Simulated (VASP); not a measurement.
# SrAlO (P4/nmm) in VASP: a series of runs

SrAlO is run at these levels: PBE; tasks: single point.

Program: VASP 6.6.1. These are calculated values, not measurements. Logs are shortened: lines on timing, memory, paths and dates and some standing lists are left out, and cuts for length are marked.

## 1. The cell of the first run

Symmetry: P4/nmm, No. 129, tetragonal system. Conventional cell: a = 3.724 Å, b = 3.724 Å, c = 6.733 Å, α = 90.00°, β = 90.00°, γ = 90.00°. Sr (site symmetry 4mm) has 6 Al at 2.92 to 3.75 Å and 4 O at 3.12 Å and 8 Sr at 3.15 to 3.72 Å within 3.8 Å. Al (site symmetry 4mm) has 4 O at 2.24 Å and 5 Sr at 2.92 to 2.98 Å within 3.0 Å. Within 3.0 Å of O (site symmetry -4m2) lie 4 Al at 2.24 Å and 4 O at 2.63 Å.

## 2. Single point, PBE

Contents of INCAR:

```
  PREC = Accurate
  ENCUT = 520
  EDIFF = 1E-6
  ISMEAR = 0
  SIGMA = 0.1
  LREAL = F
  LASPH = T
  NELM = 60
  ALGO = Normal
  ISIF = 2
  LWAVE = F
  LCHARG = T
  GGA = PE
  LELF = T
  LVHAR = T
  NBANDS = 28
```

Contents of KPOINTS:

```
regular mesh
0
Gamma
  6 6 4
```

Contents of POSCAR:

```
SrAlO
1.0
    3.7238971000      0.0000000000      0.0000000000
    0.0000000000      3.7238971000      0.0000000000
    0.0000000000      0.0000000000      6.7330480600
Sr Al O
2 2 2
Direct
    0.5000000000      0.0000000000      0.6284949800
    0.0000000000      0.5000000000      0.3715050200
    0.5000000000      0.0000000000      0.1853950000
    0.0000000000      0.5000000000      0.8146050000
    0.5000000000      0.5000000000      0.0000000000
    0.0000000000      0.0000000000      0.0000000000
```

Potentials or basis: VASP PAW PBE potentials, release 64 (Sr_sv, Al, O).

Command:

```bash
> cat potpaw_PBE.64/Sr_sv/POTCAR potpaw_PBE.64/Al/POTCAR potpaw_PBE.64/O/POTCAR > POTCAR
> mpirun -np 1 vasp_std > vasp.out
```

OUTCAR:

```text
PREC = Accurate
   ENCUT = 520
   EDIFF = 1E-6
   ISMEAR = 0
   LREAL = F
   LASPH = T
   NELM = 60
   ISIF = 2
   GGA = PE

 ion  position               nearest neighbor table
   1  0.500  0.000  0.628-   4 2.92   4 2.92   4 2.92   4 2.92   3 2.98   5 3.12   6 3.12   6 3.12
                             5 3.12   2 3.15   2 3.15   2 3.15   2 3.15   3 3.75
   2  0.000  0.500  0.372-   3 2.92   3 2.92   3 2.92   3 2.92   4 2.98   6 3.12   6 3.12   5 3.12
                             5 3.12   1 3.15   1 3.15   1 3.15   1 3.15   4 3.75
   3  0.500  0.000  0.185-   5 2.24   6 2.24   5 2.24   6 2.24   2 2.92   2 2.92   2 2.92   2 2.92
                             1 2.98   1 3.75
   4  0.000  0.500  0.815-   5 2.24   6 2.24   6 2.24   5 2.24   1 2.92   1 2.92   1 2.92   1 2.92
                             2 2.98   2 3.75
   5  0.500  0.500  0.000-   3 2.24   4 2.24   3 2.24   4 2.24   1 3.12   1 3.12   2 3.12   2 3.12

   6  0.000  0.000  0.000-   3 2.24   4 2.24   4 2.24   3 2.24   2 3.12   1 3.12   1 3.12   2 3.12

  LATTYP: Found a simple tetragonal cell.
 ALAT       =     3.7238971000
 C/A-ratio  =     1.8080650134

  Lattice vectors:

 A1 = (   3.7238971000,   0.0000000000,   0.0000000000)
 A2 = (   0.0000000000,   3.7238971000,   0.0000000000)
 A3 = (   0.0000000000,   0.0000000000,   6.7330480600)

Analysis of symmetry for initial positions (statically):
=====================================================================
 Subroutine PRICEL returns:
 Original cell was already a primitive cell.

 Routine SETGRP: Setting up the symmetry group for a
 simple tetragonal supercell.

 Subroutine GETGRP returns: Found 16 space group operations
 (whereof  8 operations were pure point group operations)
 out of a pool of 16 trial point group operations.

The static configuration has the point symmetry D_2d.
 The point group associated with its full space group is D_4h.

Analysis of symmetry for dynamics (positions and initial velocities):
=====================================================================
 Subroutine PRICEL returns:
 Original cell was already a primitive cell.

 Routine SETGRP: Setting up the symmetry group for a
 simple tetragonal supercell.

 Subroutine GETGRP returns: Found 16 space group operations
 (whereof  8 operations were pure point group operations)
 out of a pool of 16 trial point group operations.

The dynamic configuration has the point symmetry D_2d.
 The point group associated with its full space group is D_4h.

 Subroutine INISYM returns: Found 16 space group operations
 (whereof  8 operations are pure point group operations),
 and found     1 'primitive' translations

----------------------------------------------------------------------------------------

                                     Primitive cell

  volume of cell :      93.3699

  direct lattice vectors                    reciprocal lattice vectors
     3.723897100  0.000000000  0.000000000     0.268535884  0.000000000  0.000000000
     0.000000000  3.723897100  0.000000000     0.000000000  0.268535884  0.000000000
     0.000000000  0.000000000  6.733048060     0.000000000  0.000000000  0.148521144

  length of vectors
     3.723897100  3.723897100  6.733048060     0.268535884  0.268535884  0.148521144

  position of ions in fractional coordinates (direct lattice)
     0.500000000  0.000000000  0.628494980
     0.000000000  0.500000000  0.371505020
     0.500000000  0.000000000  0.185395000
     0.000000000  0.500000000  0.814605000
     0.500000000  0.500000000  0.000000000
     0.000000000  0.000000000  0.000000000

  ion indices of the primitive-cell ions
   primitive index   ion index
                 1           1
                 2           2
                 3           3
                 4           4
                 5           5
                 6           6

----------------------------------------------------------------------------------------

 KPOINTS: regular mesh

Automatic generation of k-mesh.
 Grid dimensions read from file:
 generate k-points for:    6    6    4

 Generating k-lattice:

  Cartesian coordinates                     Fractional coordinates (reciprocal lattice)
     0.044755981  0.000000000  0.000000000     0.166666667  0.000000000  0.000000000
     0.000000000  0.044755981  0.000000000     0.000000000  0.166666667  0.000000000
     0.000000000  0.000000000  0.037130286     0.000000000  0.000000000  0.250000000

  Length of vectors
     0.044755981  0.044755981  0.037130286

  Shift w.r.t. Gamma in fractional coordinates (k-lattice)
     0.000000000  0.000000000  0.000000000

 Subroutine IBZKPT returns following result:
 ===========================================

 Found     30 irreducible k-points:

 Following reciprocal coordinates:
            Coordinates               Weight
  0.000000  0.000000  0.000000      1.000000
  0.166667  0.000000  0.000000      4.000000
  0.333333  0.000000  0.000000      4.000000
  0.500000  0.000000  0.000000      2.000000
  0.166667  0.166667  0.000000      4.000000
  0.333333  0.166667  0.000000      8.000000
[... 16 lines left out ...]
  0.333333  0.000000  0.500000      4.000000
  0.500000  0.000000  0.500000      2.000000
 [... further k-points ...]
   k-points           NKPTS =     30   k-points in BZ     NKDIM =     30   number of bands    NBANDS=     28
   number of dos      NEDOS =    301   number of ions     NIONS =      6
   total plane-waves  NPLWV =  39200
   dimension x,y,z NGX =    28 NGY =   28 NGZ =   50
   dimension x,y,z NGXF=    56 NGYF=   56 NGZF=  100
   ions per type =               2   2   2
   NGX,Y,Z   is equivalent  to a cutoff of  12.50, 12.50, 12.35 a.u.
   NGXF,Y,Z  is equivalent  to a cutoff of  25.00, 25.00, 24.69 a.u.
 SYSTEM =  unknown system
   PREC   = accura    normal or accurate (medium, high low for compatibility)
   ISTART =      0    job   : 0-new  1-cont  2-samecut
   ICHARG =      2    charge: 1-file 2-atom 10-const
   ISPIN  =      1    spin polarized calculation?
   LNONCOLLINEAR =      F non collinear calculations
   LSORBIT =      F    spin-orbit coupling
   LASPH  =      T    aspherical Exc in radial PAW
   ENCUT  =  520.0 eV  38.22 Ry    6.18 a.u.   6.92  6.92 12.52*2*pi/ulx,y,z
   NELM   =     60;   NELMIN=  2; NELMDL= -5     # of ELM steps
   EDIFF  = 0.1E-05   stopping-criterion for ELM
   LREAL  =      F    real-space projection
   EDIFFG = 0.1E-04   stopping-criterion for IOM
   NSW    =      0    number of steps for IOM
   IBRION =     -1    ionic relax: 0-MD 1-quasi-New 2-CG
   NFREE  =      0    steps in history (QN), initial steepest desc. (CG)
   ISIF   =      2    stress and relaxation
   ISYM   =      2    0-nonsym 1-usesym 2-fastsym
   POTIM  = 0.5000    time-step for ionic-motion
   TEBEG  =    0.0;   TEEND  =   0.0 temperature during run
   PSTRESS=    0.0 pullay stress
   NELECT =      38.0000    total number of electrons
   NUPDOWN=      -1.0000    fix difference up-down
   EMIN   =  10.00;   EMAX   =-10.00  energy-range for DOS
   EFERMI =   0.00;   METHOD = LEGACY
   ISMEAR =     0;   SIGMA  =   0.10  broadening in eV -4-tet -1-fermi 0-gaus
   EFERMI_NEDOS =   21; number of points for ismear=-14 and -15
   IALGO  =     38    algorithm
   IMIX   =      4    mixing-type and parameters
     AMIX     =   0.40;   BMIX     =  1.00
     AMIX_MAG =   1.60;   BMIX_MAG =  1.00
  volume/ion in A,a.u.               =      15.56       105.02
  Fermi-wavevector in a.u.,A,eV,Ry     =   1.213204  2.292622 20.025910  1.471863
  Thomas-Fermi vector in A             =   2.348663
   LORBIT       =      0    0 simple, 1 ext, 2 COOP (PROOUT), +10 PAW based schemes
   GGA     = PE    functional components
   LHFCALC =     F    Hartree Fock is set to
   AEXX    =    0.0000 exact exchange contribution
   IVDW    =     0    specifies the selected vdW correction
   LEPSILON=     F    determine dielectric tensor
   LRPA    =     F    only Hartree local field effects (RPA)
 non-spin polarized calculation
 Gauss-broadening in eV      SIGMA  =   0.10
  energy-cutoff  :      520.00
  volume of cell :       93.37
 maximum number of plane-waves:      2540
 NGX is ok and might be reduce to    28
   NGX = 13   NGY = 13   NGZ = 25

 number of electron      37.9999989 magnetization

 Free energy of the ion-electron system (eV)
  ---------------------------------------------------
  ext. energy  EPLUGINS =         0.00000000
  ---------------------------------------------------
  free energy    TOTEN  =       -24.18605394 eV

  energy without entropy =      -24.16887014  energy(sigma->0) =      -24.17746204

 E-fermi :   6.1344     XC(G=0): -10.5806

 val. band max:        6.0794991638   @ k =   0.3333   0.1667   0.5000
 cond. band min:       6.1590328510   @ k =   0.3333   0.1667   0.0000
 fundamental gap:      0.0795336871
 Fermi energy:         6.1343554694

 k-point     1 :       0.0000    0.0000    0.0000
  band No.  band energies     occupation
      1     -29.2295      2.00000
      2     -28.8493      2.00000
      3     -13.0574      2.00000
      4     -11.4889      2.00000
      5     -11.4889      2.00000
      6     -11.4003      2.00000
[... 20 lines left out ...]
     27      10.6650      0.00000
     28      11.0845      0.00000

 k-point     2 :       0.1667    0.0000    0.0000
  band No.  band energies     occupation
      1     -29.1962      2.00000
      2     -28.8661      2.00000
      3     -12.9303      2.00000
      4     -11.7356      2.00000
      5     -11.5228      2.00000
      6     -11.4247      2.00000
[... 20 lines left out ...]
     27      10.9496      0.00000
     28      11.0626      0.00000

 k-point     3 :       0.3333    0.0000    0.0000
  band No.  band energies     occupation
      1     -29.1103      2.00000
      2     -28.9188      2.00000
      3     -12.5769      2.00000
      4     -12.0150      2.00000
      5     -11.8213      2.00000
      6     -11.5530      2.00000
[... 616 lines left out ...]
      3     -12.6919      2.00000
      4     -11.9714      2.00000
      5     -11.7574      2.00000
      6     -11.3807      2.00000
[... 20 lines left out ...]
     27      11.0150      0.00000
     28      11.3478      0.00000

 k-point    24 :       0.5000    0.0000    0.5000
  band No.  band energies     occupation
      1     -29.0062      2.00000
      2     -29.0062      2.00000
      3     -12.3617      2.00000
      4     -12.3617      2.00000
      5     -11.6384      2.00000
      6     -11.6384      2.00000
[... 20 lines left out ...]
     27      11.4561      0.00000
     28      11.4561      0.00000

 [... further k-points ...]
[... 5 lines left out ...]
  --------------------------------------------------------------------------------------
  -------------------------------------------------------------------------------------
  Total       10.4182886     10.4182886     -0.9083253      0.0000000      0.0000000      0.0000000
  in kB      178.7721691    178.7721691    -15.5863680      0.0000000      0.0000000      0.0000000
  external PRESSURE =     113.9859901 kB  Pullay stress =       0.0000000 kB

 VOLUME and BASIS-vectors are now :
 -----------------------------------------------------------------------------
  energy-cutoff  :      520.00
  volume of cell :       93.37
      direct lattice vectors                 reciprocal lattice vectors
     3.723897100  0.000000000  0.000000000     0.268535884  0.000000000  0.000000000
     0.000000000  3.723897100  0.000000000     0.000000000  0.268535884  0.000000000
     0.000000000  0.000000000  6.733048060     0.000000000  0.000000000  0.148521144

 POSITION                                       TOTAL-FORCE (eV/Angst)
 -----------------------------------------------------------------------------------
      1.86195      0.00000      4.23169         0.000000      0.000000      1.869720
      0.00000      1.86195      2.50136         0.000000      0.000000     -1.869720
      1.86195      0.00000      1.24827         0.000000     -0.000000     -6.060406
      0.00000      1.86195      5.48477         0.000000      0.000000      6.060406
      1.86195      1.86195      0.00000         0.000000     -0.000000      0.000000
      0.00000      0.00000      0.00000        -0.000000      0.000000      0.000000
 -----------------------------------------------------------------------------------
    total drift:                                0.000000      0.000000      0.000000

  FREE ENERGIE OF THE ION-ELECTRON SYSTEM (eV)
  ---------------------------------------------------
  free  energy   TOTEN  =       -24.1860539379 eV

  energy  without entropy=      -24.1688701426  energy(sigma->0) =      -24.17746204
```

It took 46 s on 1 thread of Intel Xeon Platinum 8488C (Sapphire Rapids), shared host; peak memory 0.22 GiB.

What came out:

```
Free energy            : -24.1861 eV
Pressure               : 11.4 GPa
Largest force          : 6.060 eV/Å
Band gap on the k mesh : zero (band 19 reaches 7.36 eV, above the bottom of band 20 at 5.38 eV)
```

Forces in eV/Å, atoms in the order of the input:
```
Sr   0.000  0.000  1.870
Sr   0.000  0.000 -1.870
Al   0.000  0.000 -6.060
Al   0.000  0.000  6.060
O    0.000  0.000  0.000
O    0.000  0.000  0.000
```

Stress tensor (GPa, compression positive):
```
17.88  0.00  0.00
 0.00 17.88  0.00
 0.00  0.00 -1.56
```

Caveat: forces of over 1 eV/Å act on the atoms, so gaps and moduli don't describe the material at rest.

## 3. Single point, PBE

This run uses another cell than the first one, of 22.13 Å³/atom, 1.422 times its volume.

Contents of INCAR:

```
SYSTEM = SrAlO
ALGO     = Normal         ! electronic algorithm
EDIFF    = 1E-6           ! SCF threshold, eV
ENCUT    = 520            ! plane-wave cutoff, eV
GGA      = PE             ! functional
ISIF     = 2              ! what is computed and relaxed
ISMEAR   = 0              ! smearing method
LASPH    = .True.         ! aspherical terms in the spheres
LCHARG   = .False.        ! write CHGCAR
LREAL    = .False.        ! projectors in reciprocal space
LWAVE    = .False.        ! write WAVECAR
NBANDS   = 28             ! bands
NELM     = 80             ! most SCF steps
PREC     = Accurate       ! precision mode
SIGMA    = 0.1            ! smearing width, eV
```

Contents of KPOINTS:

```
k-points
0
Gamma
  6 6 4
  0 0 0
```

Contents of POSCAR:

```
SrAlO
1.0
    3.6024586248      0.0000000000      0.0000000000
    0.0000000000      3.6024586248      0.0000000000
    0.0000000000      0.0000000000     10.2334550943
Sr Al O
2 2 2
Direct
    0.5000000000      0.0000000000      0.6685339887
    0.0000000000      0.5000000000      0.3314660113
    0.5000000000      0.0000000000      0.0807282552
    0.0000000000      0.5000000000      0.9192717448
    0.5000000000      0.5000000000      0.0000000000
    0.0000000000      0.0000000000      0.0000000000
```

Potentials or basis: VASP PAW PBE potentials, release 64 (Sr_sv, Al, O).

Command:

```bash
> cat potpaw_PBE.64/Sr_sv/POTCAR potpaw_PBE.64/Al/POTCAR potpaw_PBE.64/O/POTCAR > POTCAR
> mpirun -np 1 vasp_std > vasp.out
```

Wall time 69 s (1 thread of Intel Xeon Platinum 8488C (Sapphire Rapids), shared host); peak memory 0.29 GiB.

It converged, with:

| Quantity | Value |
| --- | --- |
| Free energy | -29.3395 eV |
| Pressure | 0.1 GPa |
| Largest force | 0.025 eV/Å |
| Band gap on the k mesh | zero (band 19 reaches 5.20 eV, above the bottom of band 20 at 3.74 eV) |

Forces on the atoms (eV/Å):
```
Sr   0.000  0.000  0.003
Sr   0.000  0.000 -0.003
Al   0.000  0.000 -0.025
Al   0.000  0.000  0.025
O    0.000  0.000  0.000
O    0.000  0.000  0.000
```

Stress tensor (GPa, compression positive):
```
-0.02  0.00  0.00
 0.00 -0.02  0.00
 0.00  0.00  0.32
```

Levels at points of the mesh, in eV from the Fermi level:
```tsv
k point	band 15	band 16	band 17	band 18	band 19	band 20	band 21	band 22	band 23	band 24
(0.00, 0.00, 0.00)	-4.25	-4.25	-4.12	-2.20	-1.39	0.95	1.16	1.42	1.55	2.76
(0.50, 0.00, 0.00)	-6.37	-6.37	-1.28	-1.28	-0.47	-0.47	1.09	1.09	2.35	2.35
(0.50, 0.50, 0.00)	-3.69	-3.69	-1.41	-1.41	0.56	0.56	1.33	1.33	2.17	2.17
(0.00, 0.00, 0.50)	-4.25	-4.25	-3.71	-3.12	-0.14	-0.05	0.99	1.37	2.08	3.04
(0.50, 0.00, 0.50)	-6.37	-6.37	-1.35	-1.35	-0.40	-0.40	1.13	1.13	2.33	2.33
(0.50, 0.50, 0.50)	-3.69	-3.69	-1.45	-1.45	0.99	0.99	1.17	1.17	1.80	1.80
```
